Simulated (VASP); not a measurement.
# Y2TaN3 (P-3m1) in VASP: further runs

The runs below take Y2TaN3 through single point, relaxation of cell and atoms, with PBE.

Program: VASP 6.6.1. These are calculated values, not measurements. Logs are shortened: lines on timing, memory, paths and dates and some standing lists are left out, and cuts for length are marked.

### 1 The cell of the first run

The structure is trigonal, space group P-3m1 (No. 164). The conventional cell has a = 3.314 Å, b = 3.314 Å, c = 8.209 Å, α = 90.00°, β = 90.00°, γ = 120.00°. Within 3.5 Å of Y (site symmetry 3m) lie 6 N at 2.39 to 2.44 Å and 3 Ta at 3.29 Å and 9 Y at 3.31 to 3.43 Å. Within 3.0 Å of Ta (site symmetry -3m) lie 6 N at 2.24 Å. Within 3.6 Å of N (site symmetry -3m) lie 6 Y at 2.39 Å and 12 N at 3.31 to 3.50 Å. N (site symmetry 3m) has 3 Ta at 2.24 Å and 3 Y at 2.44 Å and 3 N at 3.02 Å within 3.1 Å.

The cell was built from a structure type or drawn by symmetry, and may not be a known phase.

### 2 Single point, PBE

Contents of INCAR:

```
SYSTEM = Y2TaN3
  PREC = Accurate
  ENCUT = 520
  EDIFF = 1E-6
  ISMEAR = 0
  SIGMA = 0.1
  LREAL = .FALSE.
  LASPH = .TRUE.
  NELM = 100
  ALGO = Normal
  ISIF = 2
  LWAVE = .FALSE.
  LCHARG = .FALSE.
  GGA = PE
  NBANDS = 33
```

Contents of KPOINTS:

```
regular mesh
0
G
  6 6 2
  0 0 0
```

Contents of POSCAR:

```
Y2TaN3
1.0
    3.3138090825      0.0000000027      0.0000000000
   -1.6569045436      2.8698428474      0.0000000000
    0.0000000000      0.0000000000      8.2088256001
Y Ta N
2 1 3
Direct
    0.3333333333      0.6666666667      0.6734737223
    0.6666666667      0.3333333333      0.3265262777
    0.0000000000      0.0000000000      0.0000000000
    0.0000000000      0.0000000000      0.5000000000
    0.3333333333      0.6666666667      0.1422830779
    0.6666666667      0.3333333333      0.8577169221
```

Potentials or basis: VASP PAW PBE potentials, release 64 (Y_sv, Ta_pv, N).

Launch:

```bash
$ cat potpaw_PBE.64/Y_sv/POTCAR potpaw_PBE.64/Ta_pv/POTCAR potpaw_PBE.64/N/POTCAR > POTCAR
$ mpirun -np 1 vasp_std > vasp.out
```

OUTCAR:

```text
SYSTEM = Y2TaN3
   PREC = Accurate
   ENCUT = 520
   EDIFF = 1E-6
   ISMEAR = 0
   LREAL = .FALSE.
   LASPH = .TRUE.
   NELM = 100
   ISIF = 2
   GGA = PE

 ion  position               nearest neighbor table
   1  0.333  0.667  0.673-   4 2.39   4 2.39   4 2.39   6 2.44   6 2.44   6 2.44   3 3.29   3 3.29
                             3 3.29   2 3.43   2 3.43   2 3.43
   2  0.667  0.333  0.327-   4 2.39   4 2.39   4 2.39   5 2.44   5 2.44   5 2.44   3 3.29   3 3.29
                             3 3.29   1 3.43   1 3.43   1 3.43
   3  0.000  0.000  0.000-   5 2.24   6 2.24   6 2.24   5 2.24   6 2.24   5 2.24   1 3.29   2 3.29
                             1 3.29   2 3.29   2 3.29   1 3.29
   4  0.000  0.000  0.500-   1 2.39   2 2.39   2 2.39   1 2.39   2 2.39   1 2.39
   5  0.333  0.667  0.142-   3 2.24   3 2.24   3 2.24   2 2.44   2 2.44   2 2.44
   6  0.667  0.333  0.858-   3 2.24   3 2.24   3 2.24   1 2.44   1 2.44   1 2.44

  LATTYP: Found a hexagonal cell.
 ALAT       =     3.3138090825
 C/A-ratio  =     2.4771570708

  Lattice vectors:

 A1 = (   3.3138090825,   0.0000000027,   0.0000000000)
 A2 = (  -1.6569045436,   2.8698428474,   0.0000000000)
 A3 = (   0.0000000000,   0.0000000000,   8.2088256001)

Analysis of symmetry for initial positions (statically):
=====================================================================
 Subroutine PRICEL returns:
 Original cell was already a primitive cell.

 Routine SETGRP: Setting up the symmetry group for a
 hexagonal supercell.

 Subroutine GETGRP returns: Found 12 space group operations
 (whereof 12 operations were pure point group operations)
 out of a pool of 24 trial point group operations.

The static configuration has the point symmetry D_3d.

Analysis of symmetry for dynamics (positions and initial velocities):
=====================================================================
 Subroutine PRICEL returns:
 Original cell was already a primitive cell.

 Routine SETGRP: Setting up the symmetry group for a
 hexagonal supercell.

 Subroutine GETGRP returns: Found 12 space group operations
 (whereof 12 operations were pure point group operations)
 out of a pool of 24 trial point group operations.

The dynamic configuration has the point symmetry D_3d.

 Subroutine INISYM returns: Found 12 space group operations
 (whereof 12 operations are pure point group operations),
 and found     1 'primitive' translations

[... 95 lines left out ...]
   IBRION =     -1    ionic relax: 0-MD 1-quasi-New 2-CG
   NFREE  =      0    steps in history (QN), initial steepest desc. (CG)
   ISIF   =      2    stress and relaxation
   ISYM   =      2    0-nonsym 1-usesym 2-fastsym
   POTIM  = 0.5000    time-step for ionic-motion
   TEBEG  =    0.0;   TEEND  =   0.0 temperature during run
   PSTRESS=    0.0 pullay stress
   NELECT =      48.0000    total number of electrons
   NUPDOWN=      -1.0000    fix difference up-down
   EMIN   =  10.00;   EMAX   =-10.00  energy-range for DOS
   EFERMI =   0.00;   METHOD = LEGACY
   ISMEAR =     0;   SIGMA  =   0.10  broadening in eV -4-tet -1-fermi 0-gaus
   EFERMI_NEDOS =   21; number of points for ismear=-14 and -15
   IALGO  =     38    algorithm
   IMIX   =      4    mixing-type and parameters
     AMIX     =   0.40;   BMIX     =  1.00
     AMIX_MAG =   1.60;   BMIX_MAG =  1.00
  volume/ion in A,a.u.               =      13.01        87.80
  Fermi-wavevector in a.u.,A,eV,Ry     =   1.392087  2.630663 26.366813  1.937906
  Thomas-Fermi vector in A             =   2.515864
   LORBIT       =      0    0 simple, 1 ext, 2 COOP (PROOUT), +10 PAW based schemes
   GGA     = PE    functional components
   LHFCALC =     F    Hartree Fock is set to
   AEXX    =    0.0000 exact exchange contribution
   IVDW    =     0    specifies the selected vdW correction
   LEPSILON=     F    determine dielectric tensor
   LRPA    =     F    only Hartree local field effects (RPA)
 non-spin polarized calculation
 Gauss-broadening in eV      SIGMA  =   0.10
  energy-cutoff  :      520.00
  volume of cell :       78.07
 maximum number of plane-waves:      2118
 NGX is ok and might be reduce to    28
   NGX = 13   NGY = 13   NGZ = 31

 number of electron      48.0000002 magnetization

 Free energy of the ion-electron system (eV)
  ---------------------------------------------------
  ext. energy  EPLUGINS =         0.00000000
  ---------------------------------------------------
  free energy    TOTEN  =       -58.64017539 eV

  energy without entropy =      -58.62878319  energy(sigma->0) =      -58.63447929

 E-fermi :   6.5666     XC(G=0): -12.0032

 val. band max:        6.5512738946   @ k =   0.1667   0.1667   0.0000
 cond. band min:       6.5955134668   @ k =   0.1667   0.1667   0.5000
 fundamental gap:      0.0442395722
 Fermi energy:         6.5666288767

 k-point     1 :       0.0000    0.0000    0.0000
  band No.  band energies     occupation
      1     -35.3968      2.00000
      2     -35.3305      2.00000
      3     -29.1039      2.00000
      4     -29.0490      2.00000
      5     -29.0490      2.00000
      6     -16.1446      2.00000
[... 493 lines left out ...]
     32      11.6724      0.00000
     33      12.2942      0.00000

------------------------ aborting loop because EDIFF is reached ----------------------------------------

  FORCE on cell =-STRESS in cart. coord.  units (eV):
  Direction    XX          YY          ZZ          XY          YZ          ZX
  --------------------------------------------------------------------------------------
  -------------------------------------------------------------------------------------
  Total       -0.0853103     -0.0853103     -0.0561046      0.0000000     -0.0000000     -0.0000000
  in kB       -1.7508355     -1.7508355     -1.1514436      0.0000000     -0.0000000     -0.0000000
  external PRESSURE =      -1.5510382 kB  Pullay stress =       0.0000000 kB

 VOLUME and BASIS-vectors are now :
 -----------------------------------------------------------------------------
  energy-cutoff  :      520.00
  volume of cell :       78.07
      direct lattice vectors                 reciprocal lattice vectors
     3.313809083  0.000000003  0.000000000     0.301767535  0.174225568  0.000000000
    -1.656904544  2.869842847  0.000000000    -0.000000000  0.348451136  0.000000000
     0.000000000  0.000000000  8.208825600     0.000000000  0.000000000  0.121820105

 POSITION                                       TOTAL-FORCE (eV/Angst)
 -----------------------------------------------------------------------------------
     -0.00000      1.91323      5.52843        -0.000000      0.000000      0.008319
      1.65690      0.95661      2.68040         0.000000     -0.000000     -0.008319
      0.00000      0.00000      0.00000        -0.000000      0.000000      0.000000
      0.00000      0.00000      4.10441        -0.000000      0.000000      0.000000
     -0.00000      1.91323      1.16798        -0.000000      0.000000      0.038244
      1.65690      0.95661      7.04085         0.000000     -0.000000     -0.038244
 -----------------------------------------------------------------------------------
    total drift:                                0.000000     -0.000000      0.000000

  FREE ENERGIE OF THE ION-ELECTRON SYSTEM (eV)
  ---------------------------------------------------
  free  energy   TOTEN  =       -58.6401753857 eV

  energy  without entropy=      -58.6287831909  energy(sigma->0) =      -58.63447929
```

stdout:

```text
POSCAR found type information on POSCAR Y TaN
 POSCAR found :  3 types and       6 ions
 scaLAPACK will be used
 LDA part: xc-table for (Slater+PW92), standard interpolation
 POSCAR, INCAR and KPOINTS ok, starting setup
 FFT: planning ... GRIDC
 FFT: planning ... GRID_SOFT
 FFT: planning ... GRID
 WAVECAR not read
 entering main loop
```

It took 98 s on 1 thread of Intel Xeon 8259CL, shared host; peak memory 0.24 GiB.

Results:

```yaml
Free_energy: -58.6402 eV
Pressure: -0.2 GPa
Largest_force: 0.038 eV/Å
Band_gap_on_the_k_mesh: zero (bands 24 and 25 overlap by 0.64 eV)
```

Forces in eV/Å, atoms in the order of the input:
```
Y    0.000  0.000  0.008
Y    0.000  0.000 -0.008
Ta   0.000  0.000  0.000
N    0.000  0.000  0.000
N    0.000  0.000  0.038
N    0.000  0.000 -0.038
```

Levels at points of the mesh, in eV from the Fermi level:
```
           k point  band 21  band 22  band 23  band 24  band 25  band 26  band 27  band 28
(0.00, 0.00, 0.00)    -1.98    -1.85    -1.85    -0.12    -0.12     0.41     1.70     2.40
(0.50, 0.00, 0.00)    -3.24    -2.33    -2.27    -2.23     1.51     2.00     2.09     2.17
(0.00, 0.00, 0.50)    -2.92    -2.45    -2.45    -0.03    -0.03     0.48     1.29     2.57
(0.50, 0.00, 0.50)    -3.57    -3.19    -2.48    -1.05    -0.31     2.11     2.19     3.95
```

Caveat: the k points lie up to 0.38 Å⁻¹ apart, too coarse for converged energies and pressures of a metal; spin-orbit coupling is left out, which moves the levels of the heavy elements.

[end of part 1 of 3]
